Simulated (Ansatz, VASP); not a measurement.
# Two plane-wave programs on PbI2

```
Pb I
1.0
     4.67729    0.00000    0.00000
    -2.33864    4.05065    0.00000
     0.00000    0.00000    7.84964
Pb I
1 2
Direct
  0.00000 0.00000 0.00000
  0.33333 0.66667 0.23662
  0.66667 0.33333 0.76338
```

Alike in both runs: task electric field gradients; functional PBE; k mesh 11 × 11 × 6; occupations fermi-dirac, width 0.03 eV; no spin polarisation.

|  | VASP | Ansatz |
| --- | --- | --- |
| version | VASP 6.6.1 | Ansatz 0.2.0 |
| potentials or method | VASP PAW PBE potentials, release 64 (Pb_d, I) | PAW with Ansatz's default frozen-core files, scalar-relativistic |
| plane-wave cutoff (eV) | 400 | 420 |
| valence electrons in the cell | 28 | 48 |

Ansatz gave:

* gap on the k mesh at the Fermi level (eV): 2.44
* pressure (GPa): 0.0
* size of Vzz on the site where it differs most (V/Å²): 21.3

Q: What did VASP give for the same quantities?

A: gap on the k mesh at the Fermi level (eV): 2.43; pressure (GPa): 0.0; size of Vzz on the site where it differs most (V/Å²): 19.7.

With one functional, cell and mesh, what is left measures potentials, basis and numerics. VASP's potentials hold 28 valence electrons a cell and Ansatz's 48, so a difference there can come from the potentials and not from the codes.

Spin-orbit coupling is off throughout.
